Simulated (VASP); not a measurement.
Set up this calculation in VASP 6.6.1, as the native input.

```
Task                    : density of states
Functional              : revPBE
Potentials or basis     : VASP PAW PBE potentials, release 64 (C)
Cutoff                  : 520 eV
k mesh                  : 7 × 7 × 7
Occupations             : fermi-dirac, width 0.05 eV
Spin                    : no spin polarisation
Dipole correction       : no
k mesh for the DOS      : 11 × 11 × 11
Occupations for the DOS : tetrahedron
Further INCAR settings  : ALGO = Normal; EDIFF = 1e-06
```

C:

```
CELL_PARAMETERS angstrom
0.00000 1.78337 1.78337
1.78337 0.00000 1.78337
1.78337 1.78337 0.00000
ATOMIC_POSITIONS crystal
C 0.75000 0.75000 0.75000
C 0.50000 0.50000 0.50000
```

These files were run (other wordings do the same):

POSCAR

```
C
1.0
    0.0000000000      1.7833700000      1.7833700000
    1.7833700000      0.0000000000      1.7833700000
    1.7833700000      1.7833700000      0.0000000000
C
2
Direct
    0.7500000000      0.7500000000      0.7500000000
    0.5000000000      0.5000000000      0.5000000000
```

INCAR.step1

```
ALGO     = Normal         # electronic algorithm
EDIFF    = 1E-6           # SCF threshold, eV
ENCUT    = 520            # plane-wave cutoff, eV
GGA      = RE             # functional
ISIF     = 2              # what is computed and relaxed
ISMEAR   = -1             # smearing method
LASPH    = True           # aspherical terms in the spheres
LCHARG   = True           # write CHGCAR
LREAL    = False          # projectors in reciprocal space
LWAVE    = False          # write WAVECAR
NBANDS   = 11             # bands
NELM     = 60             # most SCF steps
PREC     = Accurate       # precision mode
SIGMA    = 0.05           # smearing width, eV
```

KPOINTS.step1

```
k-points
0
Gamma
  7 7 7
```

INCAR.step2

```
ALGO     = Normal         # electronic algorithm
EDIFF    = 1E-6           # SCF threshold, eV
ENCUT    = 520            # plane-wave cutoff, eV
GGA      = RE             # functional
ICHARG   = 11             # starting density
ISIF     = 2              # what is computed and relaxed
ISMEAR   = -5             # smearing method
LASPH    = True           # aspherical terms in the spheres
LCHARG   = False          # write CHGCAR
LORBIT   = 11             # projections on sites
LREAL    = False          # projectors in reciprocal space
LWAVE    = False          # write WAVECAR
NEDOS    = 2001           # points of the DOS
NELM     = 60             # most SCF steps
PREC     = Accurate       # precision mode
SIGMA    = 0.05           # smearing width, eV
```

KPOINTS.step2

```
k-points
0
Gamma
  11 11 11
```

Potentials or basis: VASP PAW PBE potentials, release 64 (C).

Launch:

```sh
$ cat potpaw_PBE.64/C/POTCAR > POTCAR
$ cp INCAR.step1 INCAR
$ cp KPOINTS.step1 KPOINTS
$ mpirun -np 1 vasp_std > vasp.out
$ cp INCAR.step2 INCAR
$ cp KPOINTS.step2 KPOINTS
$ mpirun -np 1 vasp_std > vasp.out
```

It gave:

* Valence electrons inside the program's atomic spheres: C 2.58

Caveat: the k points lie up to 0.44 Å⁻¹ apart.

Wall time 5.7 s on 1 thread of Intel(R) Xeon(R) Platinum 8259CL CPU @ 2.50GHz (Skylake/Cascade Lake) (shared host), peak memory 0.12 GiB.
